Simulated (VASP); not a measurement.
Here is a VASP 6.6.1 calculation.

The input INCAR:

```
PREC = Accurate
ENCUT = 520
EDIFF = 1E-7
ISMEAR = 0
SIGMA = 0.1
LREAL = F
LASPH = T
NELM = 80
ALGO = Normal
ISIF = 2
LWAVE = F
LCHARG = F
GGA = PE
NBANDS = 20
```

File KPOINTS:

```
Automatic mesh
0
Gamma
  6 6 2
```

The input POSCAR:

```
Sb2As2C
1.0
    4.3833176000      0.0000000000      0.0000000000
   -2.1916588000      3.7960644000      0.0000000000
    0.0000000000      0.0000000000      7.5597694800
Sb As C
2 2 1
Direct
    0.6666666700      0.3333333300      0.3713161600
    0.3333333300      0.6666666700      0.6286838400
    0.6666666700      0.3333333300      0.7278960900
    0.3333333300      0.6666666700      0.2721039100
    0.0000000000      0.0000000000      0.0000000000
```

Potentials or basis: VASP PAW PBE potentials, release 64 (Sb, As, C).

Launch:

```sh
$ cat potpaw_PBE.64/Sb/POTCAR potpaw_PBE.64/As/POTCAR potpaw_PBE.64/C/POTCAR > POTCAR
$ mpirun -np 1 vasp_std > vasp.out
```

Estimate the largest force.

2.406 eV/Å.

What does it give for the pressure?

8.9 GPa.

Estimate the band gap on the k mesh.

zero (bands 12 and 13 overlap by 0.68 eV).

Stress tensor (GPa, compression positive):
```
11.52  0.00  0.00
 0.00 11.52  0.00
 0.00  0.00  3.55
```

Caveat: the k points lie up to 0.42 Å⁻¹ apart, too coarse for converged energies and pressures of a metal; spin-orbit coupling is left out, which moves the levels of the heavy elements; forces of over 1 eV/Å act on the atoms, so gaps and moduli don't describe the material at rest.
